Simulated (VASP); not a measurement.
# Ta (I4/mmm) in VASP: notebook

The runs below take Ta through single point, with r2SCAN.

Program: VASP 6.6.1. These are calculated values, not measurements. Logs are shortened: lines on timing, memory, paths and dates and some standing lists are left out, and cuts for length are marked.

## 1. The cell of the first run

The structure is tetragonal, space group I4/mmm (No. 139). The conventional cell has a = 3.303 Å, b = 3.303 Å, c = 3.104 Å, α = 90.00°, β = 90.00°, γ = 90.00°. Ta (site symmetry 4/mmm) has 14 Ta at 2.80 to 3.30 Å within 3.7 Å.

## 2. Single point, r2SCAN (strain -0.0600 x Voigt [1, 0, 0, 0, 0, 0])

The input, POSCAR:

```
Ta
1.0
   -1.5522032000      1.6512800000      1.6512800000
    1.5522032000     -1.6512800000      1.6512800000
    1.5522032000      1.6512800000     -1.6512800000
Ta
1
Direct
    0.0000000000      0.0000000000      0.0000000000
```

The input, INCAR.step1:

```
PREC = Accurate ; ENCUT = 520
ISMEAR = 0 ; SIGMA = 0.15
LREAL = False ; LASPH = True
NELM = 100 ; NBANDS = 12
GGA = PE ; ALGO = Normal
EDIFF = 1E-4 ; LWAVE = True
LCHARG = False
```

The input, INCAR.step2:

```
PREC = Accurate ; ENCUT = 520
EDIFF = 1E-6 ; ISMEAR = 0
SIGMA = 0.15 ; LREAL = False
LASPH = True ; NELM = 100
ALGO = Normal ; ISIF = 2
LWAVE = False ; LCHARG = False
METAGGA = R2SCAN ; LMIXTAU = True
NBANDS = 12 ; ISTART = 1
```

The input, KPOINTS:

```
regular mesh
0
Gamma
  20 20 20
```

Potentials or basis: VASP PAW PBE potentials, release 64 (Ta_pv).

On the command line:

```bash
> cat potpaw_PBE.64/Ta_pv/POTCAR > POTCAR
> cp INCAR.step1 INCAR
> mpirun -np 1 vasp_std > vasp.out
> cp INCAR.step2 INCAR
> mpirun -np 1 vasp_std > vasp.out
```

OUTCAR:

```text
PREC = Accurate
   ENCUT = 520
   EDIFF = 1E-6
   ISMEAR = 0
   LREAL = False
   LASPH = True
   NELM = 100
   ISIF = 2
   METAGGA = R2SCAN
   ISTART = 1

 ion  position               nearest neighbor table
   1  0.000  0.000  0.000-

  LATTYP: Found a body centered tetragonal cell.
 ALAT       =     3.3025600000
 C/A-ratio  =     0.9400000000

  Lattice vectors:

 A1 = (  -1.5522032000,   1.6512800000,  -1.6512800000)
 A2 = (  -1.5522032000,  -1.6512800000,   1.6512800000)
 A3 = (   1.5522032000,   1.6512800000,   1.6512800000)

Analysis of symmetry for initial positions (statically):
=====================================================================
 Subroutine PRICEL returns:
 Original cell was already a primitive cell.

 Routine SETGRP: Setting up the symmetry group for a
 body centered tetragonal supercell.

 Subroutine GETGRP returns: Found 16 space group operations
 (whereof 16 operations were pure point group operations)
 out of a pool of 16 trial point group operations.

The static configuration has the point symmetry D_4h.

Analysis of symmetry for dynamics (positions and initial velocities):
=====================================================================
 Subroutine PRICEL returns:
 Original cell was already a primitive cell.

 Routine SETGRP: Setting up the symmetry group for a
 body centered tetragonal supercell.

 Subroutine GETGRP returns: Found 16 space group operations
 (whereof 16 operations were pure point group operations)
 out of a pool of 16 trial point group operations.

The dynamic configuration has the point symmetry D_4h.

 Subroutine INISYM returns: Found 16 space group operations
 (whereof 16 operations are pure point group operations),
 and found     1 'primitive' translations

----------------------------------------------------------------------------------------

                                     Primitive cell

  volume of cell :      16.9297

  direct lattice vectors                    reciprocal lattice vectors
    -1.552203200  1.651280000  1.651280000     0.000000000  0.302795407  0.302795407
     1.552203200 -1.651280000  1.651280000     0.322122774  0.000000000  0.302795407
     1.552203200  1.651280000 -1.651280000     0.322122774  0.302795407  0.000000000

  length of vectors
     2.804065985  2.804065985  2.804065985     0.428217371  0.442095171  0.442095171

  position of ions in fractional coordinates (direct lattice)
     0.000000000  0.000000000  0.000000000

  ion indices of the primitive-cell ions
   primitive index   ion index
                 1           1

----------------------------------------------------------------------------------------

 KPOINTS: regular mesh

Automatic generation of k-mesh.
 Grid dimensions read from file:
 generate k-points for:   20   20   20

 Generating k-lattice:

  Cartesian coordinates                     Fractional coordinates (reciprocal lattice)
     0.000000000  0.015139770  0.015139770     0.050000000  0.000000000  0.000000000
     0.016106139  0.000000000  0.015139770    -0.000000000  0.050000000  0.000000000
     0.016106139  0.015139770  0.000000000    -0.000000000  0.000000000  0.050000000

  Length of vectors
     0.021410869  0.022104759  0.022104759

  Shift w.r.t. Gamma in fractional coordinates (k-lattice)
     0.000000000  0.000000000  0.000000000

 Subroutine IBZKPT returns following result:
 ===========================================

 Found    641 irreducible k-points:

 Following reciprocal coordinates:
            Coordinates               Weight
  0.000000  0.000000  0.000000      1.000000
  0.050000  0.000000  0.000000      4.000000
  0.100000  0.000000  0.000000      4.000000
  0.150000  0.000000  0.000000      4.000000
  0.200000  0.000000  0.000000      4.000000
  0.250000  0.000000  0.000000      4.000000
[... 16 lines left out ...]
  0.050000  0.100000  0.000000     16.000000
  0.100000  0.100000  0.000000     16.000000
 [... further k-points ...]
   k-points           NKPTS =    641   k-points in BZ     NKDIM =    641   number of bands    NBANDS=     12
   number of dos      NEDOS =    301   number of ions     NIONS =      1
   total plane-waves  NPLWV =  13824
   dimension x,y,z NGX =    24 NGY =   24 NGZ =   24
   dimension x,y,z NGXF=    48 NGYF=   48 NGZF=   48
   ions per type =               1
   NGX,Y,Z   is equivalent  to a cutoff of  14.23, 14.23, 14.23 a.u.
   NGXF,Y,Z  is equivalent  to a cutoff of  28.46, 28.46, 28.46 a.u.
 SYSTEM =  unknown system
   PREC   = accura    normal or accurate (medium, high low for compatibility)
   ISTART =      1    job   : 0-new  1-cont  2-samecut
   ICHARG =      0    charge: 1-file 2-atom 10-const
   ISPIN  =      1    spin polarized calculation?
   LNONCOLLINEAR =      F non collinear calculations
   LSORBIT =      F    spin-orbit coupling
   LASPH  =      T    aspherical Exc in radial PAW
   ENCUT  =  520.0 eV  38.22 Ry    6.18 a.u.   5.21  5.21  5.21*2*pi/ulx,y,z
   NELM   =    100;   NELMIN=  2; NELMDL=  0     # of ELM steps
   EDIFF  = 0.1E-05   stopping-criterion for ELM
   LREAL  =      F    real-space projection
   EDIFFG = 0.1E-04   stopping-criterion for IOM
   NSW    =      0    number of steps for IOM
   IBRION =     -1    ionic relax: 0-MD 1-quasi-New 2-CG
   NFREE  =      0    steps in history (QN), initial steepest desc. (CG)
   ISIF   =      2    stress and relaxation
   ISYM   =      2    0-nonsym 1-usesym 2-fastsym
   POTIM  = 0.5000    time-step for ionic-motion
   TEBEG  =    0.0;   TEEND  =   0.0 temperature during run
   PSTRESS=    0.0 pullay stress
   NELECT =      11.0000    total number of electrons
   NUPDOWN=      -1.0000    fix difference up-down
   EMIN   =  10.00;   EMAX   =-10.00  energy-range for DOS
   EFERMI =   0.00;   METHOD = LEGACY
   ISMEAR =     0;   SIGMA  =   0.15  broadening in eV -4-tet -1-fermi 0-gaus
   EFERMI_NEDOS =   21; number of points for ismear=-14 and -15
   IALGO  =     38    algorithm
   IMIX   =      4    mixing-type and parameters
     AMIX     =   0.40;   BMIX     =  1.00
     AMIX_MAG =   1.60;   BMIX_MAG =  1.00
  volume/ion in A,a.u.               =      16.93       114.25
  Fermi-wavevector in a.u.,A,eV,Ry     =   1.417933  2.679505 27.354977  2.010534
  Thomas-Fermi vector in A             =   2.539111
   LORBIT       =      0    0 simple, 1 ext, 2 COOP (PROOUT), +10 PAW based schemes
   METAGGA = R2SCAN    functional components
   LHFCALC =     F    Hartree Fock is set to
   AEXX    =    0.0000 exact exchange contribution
   IVDW    =     0    specifies the selected vdW correction
   LEPSILON=     F    determine dielectric tensor
   LRPA    =     F    only Hartree local field effects (RPA)
 non-spin polarized calculation
 Gauss-broadening in eV      SIGMA  =   0.15
  energy-cutoff  :      520.00
  volume of cell :       16.93
 maximum number of plane-waves:       474
 NGX is ok and might be reduce to    24
   NGX = 11   NGY = 11   NGZ = 11

 number of electron      11.0000001 magnetization

 Free energy of the ion-electron system (eV)
  ---------------------------------------------------
  ext. energy  EPLUGINS =         0.00000000
  ---------------------------------------------------
  free energy    TOTEN  =       -48.51376884 eV

  energy without entropy =      -48.49968611  energy(sigma->0) =      -48.50672747

 E-fermi :   5.8460     XC(G=0): -14.1342

 val. band max:        5.8442642684   @ k =   0.2000  -0.1000   0.1000
 cond. band min:       5.8470698998   @ k =  -0.4000   0.4000   0.2000
 fundamental gap:      0.0028056314
 Fermi energy:         5.8460397509

 k-point     1 :       0.0000    0.0000    0.0000
  band No.  band energies     occupation
      1     -28.1277      2.00000
      2     -28.1277      2.00000
      3     -28.1104      2.00000
      4      -2.7234      2.00000
      5       6.0837      0.02506
      6       7.0331      0.00000
      7       7.0331      0.00000
      8       9.6958      0.00000
      9      10.9955      0.00000
     10      18.2454      0.00000
     11      21.5307      0.00000
     12      21.5307      0.00000

 k-point     2 :       0.0500    0.0000    0.0000
  band No.  band energies     occupation
      1     -28.1687      2.00000
      2     -28.1269      2.00000
      3     -28.1212      2.00000
      4      -2.6019      2.00000
      5       6.0767      0.02964
      6       6.9603      0.00000
      7       7.1513      0.00000
      8       9.5627      0.00000
      9      10.9728      0.00000
     10      18.2453      0.00000
     11      21.6517      0.00000
     12      21.8527      0.00000

 k-point     3 :       0.1000    0.0000    0.0000
  band No.  band energies     occupation
      1     -28.2863      2.00000
      2     -28.1523      2.00000
      3     -28.1247      2.00000
      4      -2.2490      2.00000
      5       6.0359      0.07351
      6       6.7560      0.00000
      7       7.5027      0.00000
      8       9.2561      0.00000
      9      10.9144      0.00000
     10      18.2454      0.00000
     11      21.9678      0.00000
     12      22.7006      0.00000
[... 286 lines left out ...]
 k-point    23 :       0.0500    0.1000    0.0000
  band No.  band energies     occupation
      1     -28.3862      2.00000
      2     -28.1952      2.00000
      3     -28.1345      2.00000
      4      -1.8773      2.00000
      5       5.8849      0.71386
      6       6.6591      0.00000
      7       7.6399      0.00000
      8       9.3363      0.00000
      9      10.7300      0.00000
     10      18.2453      0.00000
     11      22.5549      0.00000
     12      23.1479      0.00000

 k-point    24 :       0.1000    0.1000    0.0000
  band No.  band energies     occupation
      1     -28.5500      2.00000
      2     -28.2225      2.00000
      3     -28.1545      2.00000
      4      -1.3468      2.00000
      5       5.6909      1.85648
      6       6.3342      0.00000
      7       8.2975      0.00000
      8       9.0560      0.00000
      9      10.8360      0.00000
     10      18.2454      0.00000
     11      22.9092      0.00000
     12      23.8585      0.00000

 [... further k-points ...]

------------------------ aborting loop because EDIFF is reached ----------------------------------------

  FORCE on cell =-STRESS in cart. coord.  units (eV):
  Direction    XX          YY          ZZ          XY          YZ          ZX
  --------------------------------------------------------------------------------------
  -------------------------------------------------------------------------------------
  Total        2.2326483      1.4193363      1.4193363      0.0000000      0.0000000      0.0000000
  in kB      211.2909472    134.3216117    134.3216117      0.0000000      0.0000000      0.0000000
  external PRESSURE =     159.9780569 kB  Pullay stress =       0.0000000 kB

 VOLUME and BASIS-vectors are now :
 -----------------------------------------------------------------------------
  energy-cutoff  :      520.00
  volume of cell :       16.93
      direct lattice vectors                 reciprocal lattice vectors
    -1.552203200  1.651280000  1.651280000     0.000000000  0.302795407  0.302795407
     1.552203200 -1.651280000  1.651280000     0.322122774  0.000000000  0.302795407
     1.552203200  1.651280000 -1.651280000     0.322122774  0.302795407  0.000000000

 POSITION                                       TOTAL-FORCE (eV/Angst)
 -----------------------------------------------------------------------------------
      0.00000      0.00000      0.00000        -0.000000      0.000000     -0.000000
 -----------------------------------------------------------------------------------
    total drift:                                0.000000      0.000000      0.000000

  FREE ENERGIE OF THE ION-ELECTRON SYSTEM (eV)
  ---------------------------------------------------
  free  energy   TOTEN  =       -48.5137688359 eV

  energy  without entropy=      -48.4996861102  energy(sigma->0) =      -48.50672747
```

It took 2.1 min on 1 thread of Intel Xeon 6975P-C (Granite Rapids), shared host; peak memory 0.24 GiB.

Results:

* Free energy: -48.5138 eV
* Pressure: 16.0 GPa
* Band gap on the k mesh: zero (an odd number of electrons rules out a gap without spin polarisation)

Caveat: the cell differs from its parent crystal (strain -0.0600 x Voigt [1, 0, 0, 0, 0, 0]); the stress differs along the axes, from 13 to 21 GPa; the PAW data sets were made with another functional, which shifts forces and pressure a little; spin-orbit coupling is left out, which moves the levels of the heavy elements.

(Part 1 of 2 ends here.)
